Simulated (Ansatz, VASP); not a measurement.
## MnO2: VASP beside Ansatz

The input INCAR:

```
SYSTEM = MnO2
ALGO = Normal
EDIFF = 1E-6
ENCUT = 520
GGA = PE
ISIF = 2
ISMEAR = 0
ISPIN = 2
LASPH = .True.
LCHARG = .True.
LDAU = .True.
LDAUJ = 0 0
LDAUL = 2 -1
LDAUPRINT = 1
LDAUTYPE = 2
LDAUU = 3.9 0
LELF = .True.
LMAXMIX = 4
LORBIT = 11
LREAL = .False.
LVHAR = .True.
LWAVE = .False.
MAGMOM = 4 -4 0 0 0 0
NBANDS = 38
NELM = 150
PREC = Accurate
SIGMA = 0.02
```

The input KPOINTS:

```
k-points
0
Gamma
  12 12 3
  0 0 0
```

File POSCAR:

```
MnO2
1.0
    2.7165159854      0.0000000000      0.0000000000
   -1.3582579927      2.3525718531      0.0000000000
    0.0000000000      0.0000000000      8.7515239536
Mn O
2 4
Direct
    0.0000000000      0.0000000000      0.2500000000
    0.0000000000      0.0000000000      0.7500000000
    0.6666666667      0.3333333333      0.1468537150
    0.3333333333      0.6666666667      0.3531462850
    0.6666666667      0.3333333333      0.6468537150
    0.3333333333      0.6666666667      0.8531462850
```

Input for Ansatz:

```yaml
crystal:
  lattice:
    - [2.7165159854, 0.0, 0.0]
    - [-1.3582579927, 2.3525718531, 0.0]
    - [0.0, 0.0, 8.7515239536]
  atoms:
    - { symbol: Mn, position: [0.0, 0.0, 0.25], spin: 4.0 }
    - { symbol: O, position: [0.6666666667, 0.3333333333, 0.146853715] }
    - { symbol: O, position: [0.3333333333, 0.6666666667, 0.353146285] }
    - { symbol: Mn, position: [0.0, 0.0, 0.75], spin: -4.0 }
    - { symbol: O, position: [0.6666666667, 0.3333333333, 0.646853715] }
    - { symbol: O, position: [0.3333333333, 0.6666666667, 0.853146285] }
basis:
  ecutwfc: 420
kpoints:
  mp_grid: { grid: [12, 12, 3] }
hamiltonian:
  xc: pbe
  hubbard: { sites: [{ species: Mn, l: d, u_eff: 3.9 }] }
scf:
  occupations: { method: gaussian, width: 0.02 }
output:
  forces: true
  stress: true
  eigenvalues: true
  populations: true
magnetization:
  spin_polarized: true
```

Alike in both runs: task single point; functional PBE; k mesh 12 × 12 × 3; occupations gaussian, width 0.02 eV; collinear spin; Hubbard terms Mn d U = 3.9 eV.

|  | VASP | Ansatz |
| --- | --- | --- |
| version | VASP 6.6.1 | Ansatz 0.2.0 |
| potentials or method | VASP PAW PBE potentials, release 64 (Mn_pv, O), cutoff 520 eV | scalar-relativistic, plane waves, PAW |
| valence electrons in the cell | 50 | 54 |

VASP gave:

```
gap on the k mesh at the Fermi level (eV)                     : 2.56
least direct gap on the mesh (eV)                             : 2.65
rms of the force components (eV/Å)                            : 1.550
net moment per atom (μB)                                      : 0.00
size of the moment on the site where the two differ most (μB) : 2.94
```

Question: Which values does Ansatz return?

Answer: gap on the k mesh at the Fermi level (eV): 2.46; least direct gap on the mesh (eV): 2.55; rms of the force components (eV/Å): 1.483; net moment per atom (μB): 0.00; size of the moment on the site where the two differ most (μB): 2.50.

Site moments also hang on the region over which each program counts them. The programs project onto different local orbitals, so the same U acts differently, and such runs can settle in different states. VASP's potentials hold 50 valence electrons a cell and Ansatz's 54, so a difference there can come from the potentials and not from the codes.
